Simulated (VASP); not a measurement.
# Ba2IrO4 (I4/mmm) in VASP: further runs

Ba2IrO4 is run at these levels: LDA; tasks: single point.

Everything below comes from runs of VASP 6.6.1. Logs are shortened: lines on timing, memory, paths and dates and some standing lists are left out, and cuts for length are marked.

**1. The cell of the first run**

It takes space group I4/mmm (No. 139, tetragonal). The conventional cell has a = 3.894 Å, b = 3.894 Å, c = 12.973 Å, α = 90.00°, β = 90.00°, γ = 90.00°. Within 3.4 Å of Ba (site symmetry 4mm) lie 9 O at 2.60 to 2.76 Å and 4 Ir at 3.34 Å. Ir (site symmetry 4/mmm) has 6 O at 1.95 to 2.00 Å within 2.6 Å. O (site symmetry mmm) has 2 Ir at 1.95 Å within 2.6 Å. O (site symmetry 4mm) has 1 Ir at 2.00 Å and 5 Ba at 2.60 to 2.76 Å and 4 O at 2.79 Å within 2.8 Å.

**2. Single point, LDA**

Contents of INCAR:

```
SYSTEM = Ba2IrO4
PREC = Accurate ; ENCUT = 520
EDIFF = 1E-6 ; ISMEAR = -1
SIGMA = 0.1 ; LREAL = .False.
LASPH = .True. ; NELM = 60
ALGO = Normal ; ISIF = 2
LWAVE = .False. ; LCHARG = .True.
GGA = CA ; LELF = .True.
LVHAR = .True. ; NBANDS = 36
```

Contents of KPOINTS:

```
regular mesh
0
Gamma
  9 9 9
  0 0 0
```

Contents of POSCAR:

```
Ba2IrO4
1.0
   -1.9469479636      1.9469479636      6.4865274682
    1.9469479636     -1.9469479636      6.4865274682
    1.9469479636      1.9469479636     -6.4865274682
Ba Ir O
2 1 4
Direct
    0.3549070000      0.3549070000      0.0000000000
    0.6450930000      0.6450930000      0.0000000000
    0.0000000000      0.0000000000      0.0000000000
    0.5000000000      0.0000000000      0.5000000000
    0.1542060000      0.1542060000      0.0000000000
    0.8457940000      0.8457940000      0.0000000000
    0.0000000000      0.5000000000      0.5000000000
```

Potentials or basis: VASP PAW LDA potentials, release 64 (Ba_sv, Ir, O).

Started as:

```bash
> cat potpaw_LDA.64/Ba_sv/POTCAR potpaw_LDA.64/Ir/POTCAR potpaw_LDA.64/O/POTCAR > POTCAR
> mpirun -np 1 vasp_std > vasp.out
```

OUTCAR:

```text
SYSTEM = Ba2IrO4
   PREC = Accurate
   ENCUT = 520
   EDIFF = 1E-6
   ISMEAR = -1
   LREAL = .False.
   LASPH = .True.
   NELM = 60
   ISIF = 2
   GGA = CA

 ion  position               nearest neighbor table
   1  0.355  0.355  0.000-   5 2.60   4 2.71   7 2.71   4 2.71   7 2.71   6 2.76   6 2.76   6 2.76
                             6 2.76   3 3.34   3 3.34   3 3.34   3 3.34   2 3.76   2 3.87   2 3.87
   2  0.645  0.645  0.000-   6 2.60   4 2.71   7 2.71   4 2.71   7 2.71   5 2.76   5 2.76   5 2.76
                             5 2.76   3 3.34   3 3.34   3 3.34   3 3.34   1 3.76   1 3.87   1 3.87
   3  0.000  0.000  0.000-   4 1.95   7 1.95   7 1.95   4 1.95   6 2.00   5 2.00   2 3.34   1 3.34
                             2 3.34   1 3.34   2 3.34   1 3.34   2 3.34   1 3.34
   4  0.500  0.000  0.500-   3 1.95   3 1.95   2 2.71   2 2.71   1 2.71   1 2.71
   5  0.154  0.154  0.000-   3 2.00   1 2.60   2 2.76   2 2.76   2 2.76   2 2.76
   6  0.846  0.846  0.000-   3 2.00   2 2.60   1 2.76   1 2.76   1 2.76   1 2.76
   7  0.000  0.500  0.500-   3 1.95   3 1.95   2 2.71   2 2.71   1 2.71   1 2.71

  LATTYP: Found a body centered tetragonal cell.
 ALAT       =     3.8938959272
 C/A-ratio  =     3.3316388468

  Lattice vectors:

 A1 = (  -1.9469479636,   1.9469479636,   6.4865274682)
 A2 = (   1.9469479636,  -1.9469479636,   6.4865274682)
 A3 = (   1.9469479636,   1.9469479636,  -6.4865274682)

Analysis of symmetry for initial positions (statically):
=====================================================================
 Subroutine PRICEL returns:
 Original cell was already a primitive cell.

 Routine SETGRP: Setting up the symmetry group for a
 body centered tetragonal supercell.

 Subroutine GETGRP returns: Found 16 space group operations
 (whereof 16 operations were pure point group operations)
 out of a pool of 16 trial point group operations.

The static configuration has the point symmetry D_4h.

Analysis of symmetry for dynamics (positions and initial velocities):
=====================================================================
 Subroutine PRICEL returns:
 Original cell was already a primitive cell.

 Routine SETGRP: Setting up the symmetry group for a
 body centered tetragonal supercell.

 Subroutine GETGRP returns: Found 16 space group operations
 (whereof 16 operations were pure point group operations)
 out of a pool of 16 trial point group operations.

The dynamic configuration has the point symmetry D_4h.

[... 110 lines left out ...]
   EDIFFG = 0.1E-04   stopping-criterion for IOM
   NSW    =      0    number of steps for IOM
   IBRION =     -1    ionic relax: 0-MD 1-quasi-New 2-CG
   NFREE  =      0    steps in history (QN), initial steepest desc. (CG)
   ISIF   =      2    stress and relaxation
   ISYM   =      2    0-nonsym 1-usesym 2-fastsym
   POTIM  = 0.5000    time-step for ionic-motion
   TEBEG  =    0.0;   TEEND  =   0.0 temperature during run
   PSTRESS=    0.0 pullay stress
   NELECT =      53.0000    total number of electrons
   NUPDOWN=      -1.0000    fix difference up-down
   EMIN   =  10.00;   EMAX   =-10.00  energy-range for DOS
   EFERMI =   0.00;   METHOD = LEGACY
   ISMEAR =    -1;   SIGMA  =   0.10  broadening in eV -4-tet -1-fermi 0-gaus
   EFERMI_NEDOS =   21; number of points for ismear=-14 and -15
   IALGO  =     38    algorithm
   IMIX   =      4    mixing-type and parameters
     AMIX     =   0.40;   BMIX     =  1.00
     AMIX_MAG =   1.60;   BMIX_MAG =  1.00
  volume/ion in A,a.u.               =      14.05        94.82
  Fermi-wavevector in a.u.,A,eV,Ry     =   1.332211  2.517514 24.147445  1.774787
  Thomas-Fermi vector in A             =   2.461163
   LORBIT       =      0    0 simple, 1 ext, 2 COOP (PROOUT), +10 PAW based schemes
   GGA     = CA    functional components
   LHFCALC =     F    Hartree Fock is set to
   AEXX    =    0.0000 exact exchange contribution
   IVDW    =     0    specifies the selected vdW correction
   LEPSILON=     F    determine dielectric tensor
   LRPA    =     F    only Hartree local field effects (RPA)
 non-spin polarized calculation
  energy-cutoff  :      520.00
  volume of cell :       98.35
 maximum number of plane-waves:      2668
 NGX is ok and might be reduce to    54
   NGX = 27   NGY = 27   NGZ = 27

 number of electron      53.0000001 magnetization

 Free energy of the ion-electron system (eV)
  ---------------------------------------------------
  ext. energy  EPLUGINS =         0.00000000
  ---------------------------------------------------
  free energy    TOTEN  =       -51.48769062 eV

  energy without entropy =      -51.38844623  energy(sigma->0) =      -51.43806843

 E-fermi :   5.0926     XC(G=0): -11.6498

 val. band max:        5.0913145060   @ k =   0.4444   0.2222   0.1111
 cond. band min:       5.0974492892   @ k =  -0.3333   0.3333   0.1111
 fundamental gap:      0.0061347832
 Fermi energy:         5.0925908176

 k-point     1 :       0.0000    0.0000    0.0000
  band No.  band energies     occupation
      1     -21.6943      2.00000
      2     -21.3331      2.00000
      3     -15.1225      2.00000
      4     -14.3118      2.00000
      5     -12.6146      2.00000
      6     -12.2711      2.00000
[... 925 lines left out ...]
     35      12.4048      0.00000
     36      13.4374      0.00000

 [... further k-points ...]

------------------------ aborting loop because EDIFF is reached ----------------------------------------

  FORCE on cell =-STRESS in cart. coord.  units (eV):
  Direction    XX          YY          ZZ          XY          YZ          ZX
  --------------------------------------------------------------------------------------
  -------------------------------------------------------------------------------------
  Total        6.6585237      6.6585237      6.1501154      0.0000000      0.0000000      0.0000000
  in kB      108.4694878    108.4694878    100.1873543      0.0000000      0.0000000      0.0000000
  external PRESSURE =     105.7087766 kB  Pullay stress =       0.0000000 kB

 VOLUME and BASIS-vectors are now :
 -----------------------------------------------------------------------------
  energy-cutoff  :      520.00
  volume of cell :       98.35
      direct lattice vectors                 reciprocal lattice vectors
    -1.946947964  1.946947964  6.486527468     0.000000000  0.256812205  0.077082846
     1.946947964 -1.946947964  6.486527468     0.256812205  0.000000000  0.077082846
     1.946947964  1.946947964 -6.486527468     0.256812205  0.256812205  0.000000000

 POSITION                                       TOTAL-FORCE (eV/Angst)
 -----------------------------------------------------------------------------------
      0.00000      0.00000      4.60423         0.000000      0.000000     -0.372862
      0.00000      0.00000      8.36883        -0.000000     -0.000000      0.372862
      0.00000      0.00000      0.00000        -0.000000     -0.000000     -0.000000
      0.00000      1.94695      0.00000        -0.000000     -0.000000     -0.000000
      0.00000      0.00000      2.00052         0.000000      0.000000      0.613054
      0.00000      0.00000     10.97253         0.000000      0.000000     -0.613054
      1.94695      0.00000      0.00000        -0.000000     -0.000000     -0.000000
 -----------------------------------------------------------------------------------
    total drift:                               -0.000000     -0.000000      0.000000

  FREE ENERGIE OF THE ION-ELECTRON SYSTEM (eV)
  ---------------------------------------------------
  free  energy   TOTEN  =       -51.4876906232 eV

  energy  without entropy=      -51.3884462305  energy(sigma->0) =      -51.43806843
```

OSZICAR:

```text
N       E                     dE             d eps       ncg     rms          rms(c)
DAV:   1     0.433278983208E+03    0.43328E+03   -0.26342E+04  5408   0.141E+03
DAV:   2    -0.238117818563E+02   -0.45709E+03   -0.43558E+03  6200   0.336E+02
DAV:   3    -0.594009228110E+02   -0.35589E+02   -0.34897E+02  6880   0.105E+02
DAV:   4    -0.611236605802E+02   -0.17227E+01   -0.17151E+01  8472   0.198E+01
DAV:   5    -0.611589804207E+02   -0.35320E-01   -0.35302E-01  6900   0.266E+00    0.431E+01
DAV:   6    -0.523876955287E+02    0.87713E+01   -0.50092E+01  7684   0.480E+01    0.220E+01
DAV:   7    -0.517088095527E+02    0.67889E+00   -0.69652E+00  7680   0.238E+01    0.123E+01
DAV:   8    -0.514942433099E+02    0.21457E+00   -0.75764E-01  8440   0.773E+00    0.199E+00
DAV:   9    -0.514883367396E+02    0.59066E-02   -0.60056E-02  6708   0.146E+00    0.567E-01
DAV:  10    -0.514877896887E+02    0.54705E-03   -0.82894E-03  8160   0.676E-01    0.182E-01
DAV:  11    -0.514877010930E+02    0.88596E-04   -0.98003E-04  7220   0.209E-01    0.563E-02
DAV:  12    -0.514876922856E+02    0.88074E-05   -0.12025E-04  7920   0.832E-02    0.343E-02
DAV:  13    -0.514876906391E+02    0.16465E-05   -0.17844E-05  7600   0.313E-02    0.118E-02
DAV:  14    -0.514876906232E+02    0.15922E-07   -0.58709E-06  6316   0.152E-02
   1 F= -.51487691E+02 E0= -.51438068E+02  d E =-.992444E-01
```

Run time: 5.5 min. Hardware: 1 thread of Intel Xeon 6975P-C (Granite Rapids), shared host; peak memory 0.45 GiB.

What came out:

| Item | Value |
| --- | --- |
| Free energy | -51.4877 eV |
| Pressure | 10.6 GPa |
| Largest force | 0.613 eV/Å |
| Band gap on the k mesh | zero (an odd number of electrons rules out a gap without spin polarisation) |

Forces on the atoms (eV/Å):
```
Ba   0.000  0.000 -0.373
Ba   0.000  0.000  0.373
Ir   0.000  0.000  0.000
O    0.000  0.000  0.000
O    0.000  0.000  0.613
O    0.000  0.000 -0.613
O    0.000  0.000  0.000
```

Caveat: the cell stands under pressure; spin-orbit coupling is left out, which moves the levels of the heavy elements; an odd number of electrons without spin polarisation forces a metal; a magnetic or distorted state may lie lower.

**3. Single point, LDA**

This run uses another cell than the first one, of 14.44 Å³/atom.

Contents of INCAR:

```
PREC = Accurate
ENCUT = 520
EDIFF = 1E-6
ISMEAR = -1
SIGMA = 0.1
LREAL = False
LASPH = True
NELM = 80
ALGO = Normal
ISIF = 2
LWAVE = False
LCHARG = False
NBANDS = 36
```

Contents of KPOINTS:

```
Automatic mesh
0
Gamma
  9 9 9
```

Edit POSCAR of step 2 so:

```diff
@@ -2,5 +2,5 @@
 1.0
-   -1.9469479636      1.9469479636      6.4865274682
-    1.9469479636     -1.9469479636      6.4865274682
-    1.9469479636      1.9469479636     -6.4865274682
+   -1.9648108694      1.9648108694      6.5460402188
+    1.9648108694     -1.9648108694      6.5460402188
+    1.9648108694      1.9648108694     -6.5460402188
 Ba Ir O
```

Potentials or basis: VASP PAW LDA potentials, release 64 (Ba_sv, Ir, O).

Started as:

```bash
> cat potpaw_LDA.64/Ba_sv/POTCAR potpaw_LDA.64/Ir/POTCAR potpaw_LDA.64/O/POTCAR > POTCAR
> mpirun -np 1 vasp_std > vasp.out
```

It took 5.6 min on 1 thread of Intel Xeon 6975P-C (Granite Rapids), shared host; peak memory 0.46 GiB.

Results (log left out):

```
Free energy            : -51.6240 eV
Pressure               : 5.3 GPa
Largest force          : 0.364 eV/Å
Band gap on the k mesh : zero (an odd number of electrons rules out a gap without spin polarisation)
```

Forces on the atoms (eV/Å):
```
Ba   0.000  0.000 -0.227
Ba   0.000  0.000  0.227
Ir   0.000  0.000  0.000
O    0.000  0.000  0.000
O    0.000  0.000  0.364
O    0.000  0.000 -0.364
O    0.000  0.000  0.000
```

Stress tensor (GPa, compression positive):
```
5.49 0.00 0.00
0.00 5.49 0.00
0.00 0.00 4.79
```

Levels at points of the mesh, in eV from the Fermi level:
```
           k point  band 23  band 24  band 25  band 26  band 27  band 28  band 29  band 30  band 31  band 32
(0.00, 0.00, 0.00)    -2.45    -2.23    -2.23    -1.03    -1.03    -0.34     1.52     2.50     3.35     3.50
```

Caveat: the cell stands under pressure; spin-orbit coupling is left out, which moves the levels of the heavy elements; an odd number of electrons without spin polarisation forces a metal; a magnetic or distorted state may lie lower.
